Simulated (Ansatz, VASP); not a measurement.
**Re in VASP and in Ansatz**

The input INCAR:

```
PREC = Accurate
ENCUT = 520
EDIFF = 1E-6
ISMEAR = 0
SIGMA = 0.15
LREAL = False
LASPH = True
NELM = 80
ALGO = Normal
ISIF = 2
LWAVE = False
LCHARG = False
GGA = PE
NBANDS = 14
```

File KPOINTS:

```
regular mesh
0
Gamma
  18 18 10
```

The input POSCAR:

```
Re
1.0
    2.8117293136      0.0000000000      0.0000000000
   -1.4058646568      2.4350290142      0.0000000000
    0.0000000000      0.0000000000      4.4842238099
Re
2
Direct
    0.3333333333      0.6666666667      0.2391620039
    0.6666666667      0.3333333333      0.7608379961
```

Input for Ansatz:

```yaml
crystal:
  lattice:
    - [2.8117293136, 0.0, 0.0]
    - [-1.4058646568, 2.4350290142, 0.0]
    - [0.0, 0.0, 4.4842238099]
  atoms:
    - { symbol: Re, position: [0.3333333333, 0.6666666667, 0.2391620039] }
    - { symbol: Re, position: [0.6666666667, 0.3333333333, 0.7608379961] }
basis:
  ecutwfc: 420
kpoints:
  mp_grid: { grid: [18, 18, 10] }
hamiltonian:
  xc: pbe
scf:
  occupations: { method: gaussian, width: 0.15 }
output:
  forces: true
  stress: true
  eigenvalues: true
```

Change from the starting cell: mode 4 frozen in at -0.049 Å, equal normal strain along x and y +0.0133.

Alike in both runs: task single point; functional PBE; k mesh 18 × 18 × 10; occupations gaussian, width 0.15 eV; no spin polarisation.

|  | VASP | Ansatz |
| --- | --- | --- |
| version | VASP 6.6.1 | Ansatz 0.2.0 |
| potentials or method | VASP PAW PBE potentials, release 64 (Re), cutoff 520 eV | scalar-relativistic, plane waves, PAW |
| valence electrons in the cell | 14 | 30 |

```csv
,VASP,Ansatz,Ansatz less VASP
gap on the k mesh at the Fermi level (eV),none,none,-
pressure (GPa),-8.3,-7.7,+0.66
"traceless stress, the component that is largest in VASP (GPa)",3.86,4.05,+0.186
rms of the force components (eV/Å),0.169,0.196,+0.0278
```

Atom by atom the forces differ by 0.028 eV/Å (rms over components). A gap of «none» marks a metal or a gap that the smearing closes. With one functional, cell and mesh, what is left measures potentials, basis and numerics. VASP's potentials hold 14 valence electrons a cell and Ansatz's 30, so a difference there can come from the potentials and not from the codes.

Spin-orbit coupling is off throughout.
